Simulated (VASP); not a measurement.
# SnSe (Cmcm) in VASP: single point with PBE+D3(BJ)

Aim: the single point of SnSe with PBE+D3(BJ).

Everything below comes from runs of VASP 6.6.1. Logs are shortened: lines on timing, memory, paths and dates and some standing lists are left out, and cuts for length are marked.

## Step 1: The cell of the first run

Symmetry: Cmcm, No. 63, orthorhombic system. Conventional cell: a = 4.310 Å, b = 11.705 Å, c = 4.318 Å, α = 90.00°, β = 90.00°, γ = 90.00°. Within 3.6 Å of Sn (site symmetry m2m) lie 5 Se at 2.76 to 3.06 Å and 2 Sn at 3.54 Å. Se (site symmetry m2m) has 5 Sn at 2.76 to 3.06 Å within 3.6 Å.

## Step 2: Single point, PBE+D3(BJ)

The input, INCAR:

```
ALGO = Normal
EDIFF = 1E-7
ENCUT = 520
GGA = PE
ISIF = 2
ISMEAR = 0
ISYM = 0
IVDW = 12
LASPH = True
LCHARG = False
LREAL = Auto
LWAVE = False
NBANDS = 94
NELM = 100
PREC = Accurate
SIGMA = 0.1
```

The input, KPOINTS:

```
Automatic mesh
0
Gamma
  2 2 2
  0.5 0.5 0.5
```

The input, POSCAR:

```
SnSe
1.0
    2.1550000000      5.8525000000     -4.3180000000
    2.1550000000      5.8525000000      4.3180000000
    8.6200000000      0.0000000000      0.0000000000
Sn Se
8 8
Direct
    0.4950000000      0.7450000000      0.4400000000
    0.9950000000      0.2450000000      0.4400000000
    0.4950000000      0.7450000000      0.9400000000
    0.9950000000      0.2450000000      0.9400000000
    0.0050000000      0.7550000000      0.0600000000
    0.5050000000      0.2550000000      0.0600000000
    0.0050000000      0.7550000000      0.5600000000
    0.5050000000      0.2550000000      0.5600000000
    0.7310000000      0.9810000000      0.3220000000
    0.2310000000      0.4810000000      0.3220000000
    0.7310000000      0.9810000000      0.8220000000
    0.2310000000      0.4810000000      0.8220000000
    0.7690000000      0.5190000000      0.1780000000
    0.2690000000      0.0190000000      0.1780000000
    0.7690000000      0.5190000000      0.6780000000
    0.2690000000      0.0190000000      0.6780000000
```

Potentials or basis: VASP PAW PBE potentials, release 64 (Sn_d, Se).

Command:

```sh
> cat potpaw_PBE.64/Sn_d/POTCAR potpaw_PBE.64/Se/POTCAR > POTCAR
> mpirun -np 1 vasp_std > vasp.out
```

OUTCAR:

```text
EDIFF = 1E-7
   ENCUT = 520
   GGA = PE
   ISIF = 2
   ISMEAR = 0
   ISYM = 0
   IVDW = 12
   LASPH = True
   LREAL = Auto
   NELM = 100
   PREC = Accurate
 IVDW          = 12

 ion  position               nearest neighbor table
   1  0.495  0.745  0.440-   9 2.76  13 3.06  14 3.06  15 3.06  16 3.06   8 3.54   7 3.54
   2  0.995  0.245  0.440-  10 2.76  13 3.06  14 3.06  15 3.06  16 3.06   8 3.54   7 3.54
   3  0.495  0.745  0.940-  11 2.76  13 3.06  14 3.06  15 3.06  16 3.06   6 3.54   5 3.54
   4  0.995  0.245  0.940-  12 2.76  13 3.06  14 3.06  15 3.06  16 3.06   6 3.54   5 3.54
   5  0.005  0.755  0.060-  13 2.76  10 3.06  11 3.06  12 3.06   9 3.06   4 3.54   3 3.54
   6  0.505  0.255  0.060-  14 2.76  10 3.06  11 3.06  12 3.06   9 3.06   4 3.54   3 3.54
   7  0.005  0.755  0.560-  15 2.76  10 3.06  11 3.06  12 3.06   9 3.06   2 3.54   1 3.54
   8  0.505  0.255  0.560-  16 2.76  10 3.06  11 3.06  12 3.06   9 3.06   2 3.54   1 3.54
   9  0.731  0.981  0.322-   1 2.76   5 3.06   6 3.06   7 3.06   8 3.06
  10  0.231  0.481  0.322-   2 2.76   5 3.06   6 3.06   7 3.06   8 3.06
  11  0.731  0.981  0.822-   3 2.76   5 3.06   6 3.06   7 3.06   8 3.06
  12  0.231  0.481  0.822-   4 2.76   5 3.06   6 3.06   7 3.06   8 3.06
  13  0.769  0.519  0.178-   5 2.76   2 3.06   3 3.06   4 3.06   1 3.06
  14  0.269  0.019  0.178-   6 2.76   2 3.06   3 3.06   4 3.06   1 3.06
  15  0.769  0.519  0.678-   7 2.76   2 3.06   3 3.06   4 3.06   1 3.06
  16  0.269  0.019  0.678-   8 2.76   2 3.06   3 3.06   4 3.06   1 3.06

IMPORTANT INFORMATION: All symmetrisations will be switched off!
NOSYMM: (Re-)initialisation of all symmetry stuff for point group C_1.

----------------------------------------------------------------------------------------

                                     Primitive cell

  volume of cell :     435.6737

  direct lattice vectors                    reciprocal lattice vectors
     2.155000000  5.852500000 -4.318000000     0.000000000  0.085433575 -0.115794349
     2.155000000  5.852500000  4.318000000     0.000000000  0.085433575  0.115794349
     8.620000000  0.000000000  0.000000000     0.116009281 -0.042716788  0.000000000

  length of vectors
     7.585572177  7.585572177  8.620000000     0.143900059  0.143900059  0.123623934

  position of ions in fractional coordinates (direct lattice)
     0.495000000  0.745000000  0.440000000
     0.995000000  0.245000000  0.440000000
     0.495000000  0.745000000  0.940000000
     0.995000000  0.245000000  0.940000000
     0.005000000  0.755000000  0.060000000
     0.505000000  0.255000000  0.060000000
[... 8 lines left out ...]
     0.769000000  0.519000000  0.678000000
     0.269000000  0.019000000  0.678000000

  ion indices of the primitive-cell ions
   primitive index   ion index
[... 75 lines left out ...]
   POTIM  = 0.5000    time-step for ionic-motion
   TEBEG  =    0.0;   TEEND  =   0.0 temperature during run
   PSTRESS=    0.0 pullay stress
   NELECT =     160.0000    total number of electrons
   NUPDOWN=      -1.0000    fix difference up-down
   EMIN   =  10.00;   EMAX   =-10.00  energy-range for DOS
   EFERMI =   0.00;   METHOD = LEGACY
   ISMEAR =     0;   SIGMA  =   0.10  broadening in eV -4-tet -1-fermi 0-gaus
   EFERMI_NEDOS =   21; number of points for ismear=-14 and -15
   IALGO  =     38    algorithm
   IMIX   =      4    mixing-type and parameters
     AMIX     =   0.40;   BMIX     =  1.00
     AMIX_MAG =   1.60;   BMIX_MAG =  1.00
  volume/ion in A,a.u.               =      27.23       183.75
  Fermi-wavevector in a.u.,A,eV,Ry     =   1.172360  2.215439 18.700233  1.374428
  Thomas-Fermi vector in A             =   2.308790
   LORBIT       =      0    0 simple, 1 ext, 2 COOP (PROOUT), +10 PAW based schemes
   GGA     = PE    functional components
   LHFCALC =     F    Hartree Fock is set to
   AEXX    =    0.0000 exact exchange contribution
   IVDW    =    12    specifies the selected vdW correction
   LEPSILON=     F    determine dielectric tensor
   LRPA    =     F    only Hartree local field effects (RPA)
 non-spin polarized calculation
 Gauss-broadening in eV      SIGMA  =   0.10
  energy-cutoff  :      520.00
  volume of cell :      435.67
 maximum number of plane-waves:     11742
   NGX = 29   NGY = 29   NGZ = 33

 number of electron     160.0000003 magnetization

 Free energy of the ion-electron system (eV)
  ---------------------------------------------------
  ext. energy  EPLUGINS =         0.00000000
  ---------------------------------------------------
  free energy    TOTEN  =       -65.46990420 eV

  energy without entropy =      -65.46990418  energy(sigma->0) =      -65.46990419

 E-fermi :   5.5167     XC(G=0):  -9.6396

 val. band max:        5.1408531098   @ k =  -0.2500  -0.2500   0.2500
 cond. band min:       5.8925669302   @ k =  -0.2500  -0.2500   0.2500
 fundamental gap:      0.7517138204
 Fermi energy:         5.5167165274

 k-point     1 :       0.2500    0.2500    0.2500
  band No.  band energies     occupation
      1     -16.2064      2.00000
      2     -16.2064      2.00000
      3     -16.2018      2.00000
      4     -16.1998      2.00000
      5     -16.1984      2.00000
      6     -16.1966      2.00000
[... 369 lines left out ...]
     91       7.9299      0.00000
     92       8.1429      0.00000
 [bands above 92 left out]

------------------------ aborting loop because EDIFF is reached ----------------------------------------

 Edisp (eV)   -5.67664

 E8    (eV) :    -2.5607

  FORCE on cell =-STRESS in cart. coord.  units (eV):
  Direction    XX          YY          ZZ          XY          YZ          ZX
  --------------------------------------------------------------------------------------
  -------------------------------------------------------------------------------------
  Total      -7.81597    -4.53340    -8.01431     0.25979     0.00000    -0.00000
  in kB     -28.74302   -16.67145   -29.47240     0.95535     0.00001    -0.00002
  external pressure =      -24.96 kB  Pullay stress =        0.00 kB

 VOLUME and BASIS-vectors are now :
 -----------------------------------------------------------------------------
  energy-cutoff  :      520.00
  volume of cell :      435.67
      direct lattice vectors                 reciprocal lattice vectors
     2.155000000  5.852500000 -4.318000000     0.000000000  0.085433575 -0.115794349
     2.155000000  5.852500000  4.318000000     0.000000000  0.085433575  0.115794349
     8.620000000  0.000000000  0.000000000     0.116009281 -0.042716788  0.000000000

 POSITION                                       TOTAL-FORCE (eV/Angst)
 -----------------------------------------------------------------------------------
      6.46500      7.25710      1.07950        -0.001079      0.233930      0.000007
      6.46500      7.25710     -3.23850        -0.001079      0.233917     -0.000008
     10.77500      7.25710      1.07950        -0.001094      0.233931      0.000007
     10.77500      7.25710     -3.23850        -0.001094      0.233913     -0.000008
      2.15500      4.44790      3.23850         0.001089     -0.233908      0.000002
      2.15500      4.44790     -1.07950         0.001091     -0.233926     -0.000002
[... 8 lines left out ...]
      8.62000      7.53802     -1.07950         0.041871      0.027463      0.000001
      6.46500      1.68552     -1.07950         0.041871      0.027463     -0.000000
 -----------------------------------------------------------------------------------
    total drift:                                0.000002      0.000003     -0.000006

  FREE ENERGIE OF THE ION-ELECTRON SYSTEM (eV)
  ---------------------------------------------------
  free  energy   TOTEN  =       -71.1465454026 eV

  energy  without entropy=      -71.1465453819  energy(sigma->0) =      -71.14654539
```

It took 4.9 min on 1 thread of AMD EPYC 7R13 (Zen 3), shared host; peak memory 0.45 GiB.

What came out:

```yaml
Free_energy: -71.1465 eV
Pressure: -2.5 GPa
Largest_force: 0.234 eV/Å
Band_gap_on_the_k_mesh: 0.75 eV
Dispersion_energy_per_atom: -0.355 eV
```

Forces in eV/Å, atoms in the order of the input:
```
Sn  -0.001  0.234  0.000
Sn  -0.001  0.234  0.000
Sn  -0.001  0.234  0.000
Sn  -0.001  0.234  0.000
Sn   0.001 -0.234  0.000
Sn   0.001 -0.234  0.000
Sn   0.001 -0.234  0.000
Sn   0.001 -0.234  0.000
Se  -0.042 -0.027  0.000
Se  -0.042 -0.027  0.000
Se  -0.042 -0.027  0.000
Se  -0.042 -0.027  0.000
Se   0.042  0.027  0.000
Se   0.042  0.027  0.000
Se   0.042  0.027  0.000
Se   0.042  0.027  0.000
```

Stress tensor (GPa, compression positive):
```
-2.87  0.10  0.00
 0.10 -1.67  0.00
 0.00  0.00 -2.95
```

Caveat: spin-orbit coupling is left out, which moves the levels of the heavy elements. A k mesh can miss the band edges.
